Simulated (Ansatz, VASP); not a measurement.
Two plane-wave programs on FePt5

```
CELL_PARAMETERS angstrom
2.75158 0.00000 0.00000
-1.37579 2.38294 0.00000
0.00000 0.00000 13.88177
ATOMIC_POSITIONS crystal
Fe 0.33333 0.66667 0.50000
Pt 0.66667 0.33333 0.00000
Pt 0.66667 0.33333 0.34755
Pt 0.66667 0.33333 0.65245
Pt 0.33333 0.66667 0.82847
Pt 0.33333 0.66667 0.17153
```

Alike in both runs: functional PBE; k mesh 6 × 6 × 2; occupations gaussian, width 0.1 eV; collinear spin.

Ansatz relaxed the structure, and its values are those at the end. VASP's run is a single point on that final structure, the one shown.

|  | VASP | Ansatz |
| --- | --- | --- |
| version | VASP 6.6.1 | Ansatz 0.2.0 |
| potentials or method | VASP PAW PBE potentials, release 64 (Fe, Pt), cutoff 520 eV | scalar-relativistic, plane waves, PAW |
| valence electrons in the cell | 58 | 106 |

Ansatz gave:

* gap on the k mesh at the Fermi level (eV): none
* pressure (GPa): 0.0
* rms of the force components (eV/Å): 0.004
* net moment per atom (μB): 0.52
* size of the moment on the site where the two differ most (μB): 2.98

Task: What did VASP give for the same quantities?

Result: gap on the k mesh at the Fermi level (eV): none; pressure (GPa): -0.5; rms of the force components (eV/Å): 0.003; net moment per atom (μB): 0.52; size of the moment on the site where the two differ most (μB): 2.95.

Site moments also hang on the region over which each program counts them. A gap of «none» marks a metal or a gap that the smearing closes. VASP's potentials hold 58 valence electrons a cell and Ansatz's 106, so a difference there can come from the potentials and not from the codes.

The k mesh is coarse, so the values compare programs but aren't converged. Neither program's run includes spin-orbit coupling.
